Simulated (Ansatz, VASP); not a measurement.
InTe4W in VASP and in Ansatz

```xyz
6
Lattice="6.3259 0.0000 0.0000 0.0000 6.3259 0.0000 0.0000 0.0000 4.8680" Properties=species:S:1:pos:R:3 pbc="T T T"
In    0.0000    0.0000    2.4340
Te    1.8340    0.0000    0.0000
Te    4.4919    0.0000    0.0000
Te    0.0000    1.8340    0.0000
Te    0.0000    4.4919    0.0000
W     3.1629    3.1629    0.0000
```

Alike in both runs: task relaxation of cell and atoms; functional PBE; k mesh 4 × 4 × 4; occupations gaussian, width 0.1 eV; no spin polarisation.

|  | VASP | Ansatz |
| --- | --- | --- |
| version | VASP 6.6.1 | Ansatz 0.2.0 |
| potentials or method | VASP PAW PBE potentials, release 64 (In_d, Te, W_sv), cutoff 600 eV | scalar-relativistic, plane waves, PAW |
| valence electrons in the cell | 51 | 91 |

Ansatz gave:

| Property | Result |
| --- | --- |
| gap on the k mesh at the Fermi level, each at its own relaxed structure (eV) | none |
| relaxed volume (Å³/atom) | 37.38 |
| relaxed cell length with the largest relative difference (Å) | 4.212 |

Task: Estimate VASP's values.

Result: gap on the k mesh at the Fermi level, each at its own relaxed structure (eV): none; relaxed volume (Å³/atom): 35.35; relaxed cell length with the largest relative difference (Å): 3.144.

A gap of «none» marks a metal or a gap that the smearing closes. One of these differences is far larger than is usual between the two programs; its cause wasn't traced. VASP's potentials hold 51 valence electrons a cell and Ansatz's 91, so a difference there can come from the potentials and not from the codes.

Spin-orbit coupling is off throughout.
